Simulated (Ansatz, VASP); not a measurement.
**WS2 in VASP and in Ansatz**

```
W S
1.0
     3.09977    0.00000    0.00000
    -1.54989    2.68448    0.00000
     0.00000    0.00000   11.59095
W S
2 4
Direct
  0.33333 0.66667 0.75000
  0.66667 0.33333 0.25000
  0.33333 0.66667 0.11421
  0.66667 0.33333 0.61421
  0.33333 0.66667 0.38579
  0.66667 0.33333 0.88579
```

Alike in both runs: task single point; functional PBEsol; dispersion D3(BJ); k mesh 12 × 12 × 4; occupations gaussian, width 0.02 eV; no spin polarisation.

|  | VASP | Ansatz |
| --- | --- | --- |
| version | VASP 6.6.1 | Ansatz 0.2.0 |
| potentials or method | VASP PAW PBE potentials, release 64 (W_sv, S), cutoff 520 eV | scalar-relativistic, plane waves, PAW |
| valence electrons in the cell | 52 | 52 |

```tsv
	VASP	Ansatz	Ansatz less VASP
gap on the k mesh at the Fermi level (eV)	0.57	0.55	-0.023
least direct gap on the mesh (eV)	1.97	1.96	-0.004
pressure (GPa)	2.2	2.0	-0.17
traceless stress, the component that is largest in VASP (GPa)	0.08	0.03	-0.048
rms of the force components (eV/Å)	0.009	0.001	-0.0083
```

VASP's potentials were made for PBE, not for PBEsol. Atom by atom the forces differ by 0.008 eV/Å (rms over components).

Spin-orbit coupling is off throughout.
